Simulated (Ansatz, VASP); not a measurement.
# Yb: VASP beside Ansatz

File INCAR:

```
PREC = Accurate
ENCUT = 520
EDIFF = 1E-6
ISMEAR = 0
SIGMA = 0.05
LREAL = F
LASPH = T
NELM = 150
ALGO = Normal
ISIF = 2
LWAVE = F
LCHARG = F
LNONCOLLINEAR = T
MAGMOM = 0 0 0
LORBIT = 11
LSORBIT = T
GGA_COMPAT = F
LORBMOM = T
LMAXMIX = 6
GGA = PE
NBANDS = 35
```

Contents of KPOINTS:

```
regular mesh
0
Gamma
  14 14 14
```

POSCAR

```
Yb
1.0
    0.0000000000      2.6209737320      2.6209737320
    2.6209737320      0.0000000000      2.6209737320
    2.6209737320      2.6209737320      0.0000000000
Yb
1
Direct
    0.0000000000      0.0000000000      0.0000000000
```

Input for Ansatz:

```yaml
crystal:
  lattice:
    - [0.0, 2.620973709, 2.620973709]
    - [2.620973709, 0.0, 2.620973709]
    - [2.620973709, 2.620973709, 0.0]
  atoms:
    - { symbol: Yb, position: [0.0, 0.0, 0.0] }
basis:
  ecutwfc: 600
  ecutrho_ratio: 5
kpoints:
  mp_grid: { grid: [14, 14, 14] }
hamiltonian:
  xc: pbe
scf:
  occupations: { method: gaussian, width: 0.05 }
output:
  forces: true
  stress: true
  eigenvalues: true
  populations: true
  hubbard: { sites: [{ species: Yb, l: f }] }
magnetization:
  noncollinear: true
  spin_orbit: true
```

Alike in both runs: task single point; functional PBE; k mesh 14 × 14 × 14; occupations gaussian, width 0.05 eV; non-collinear spin, spin-orbit coupling.

```csv
,VASP,Ansatz
version,VASP 6.6.1,Ansatz 0.2.0
potentials or method,"VASP PAW PBE potentials, release 64 (Yb), cutoff 520 eV","plane waves, PAW"
valence electrons in the cell,24,24
```

```csv
,VASP,Ansatz,Ansatz less VASP
pressure (GPa),0.9,-0.9,-1.89
net moment per atom (μB),0.00,0.00,0.000
```
